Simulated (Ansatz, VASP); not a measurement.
## One calculation of SbO4, two programs

```
Sb O
1.0
    -1.96273    1.96273    3.73906
     1.96273   -1.96273    3.73906
     1.96273    1.96273   -3.73906
Sb O
1 4
Direct
  0.00000 0.00000 0.00000
  0.75561 0.75561 0.00000
  0.50000 0.00000 0.50000
  0.00000 0.50000 0.50000
  0.24439 0.24439 0.00000
```

Change from the starting cell: species swapped into the SnF4 type (I4/mmm, No. 139).

Alike in both runs: task relaxation of cell and atoms; functional PBE; k mesh 6 × 6 × 6; occupations gaussian, width 0.1 eV; no spin polarisation.

|  | VASP | Ansatz |
| --- | --- | --- |
| version | VASP 6.6.1 | Ansatz 0.2.0 |
| potentials or method | VASP PAW PBE potentials, release 64 (Sb, O), cutoff 600 eV | scalar-relativistic, plane waves, PAW |
| valence electrons in the cell | 29 | 39 |

```tsv
	VASP	Ansatz	Ansatz less VASP
gap on the k mesh at the Fermi level, each at its own relaxed structure (eV)	none	none	-
relaxed volume (Å³/atom)	13.67	13.88	+0.216
relaxed length of the cell vector where the two differ most in proportion (Å)	5.220	5.276	+0.0557
```

A gap of «none» marks a metal or a gap that the smearing closes. VASP's potentials hold 29 valence electrons a cell and Ansatz's 39, so a difference there can come from the potentials and not from the codes.

The k mesh is coarse, so the values compare programs but aren't converged. Spin-orbit coupling is off throughout. Noted on VASP's run: the volume moved by over 15 % at a fixed basis, so the end points are rough.
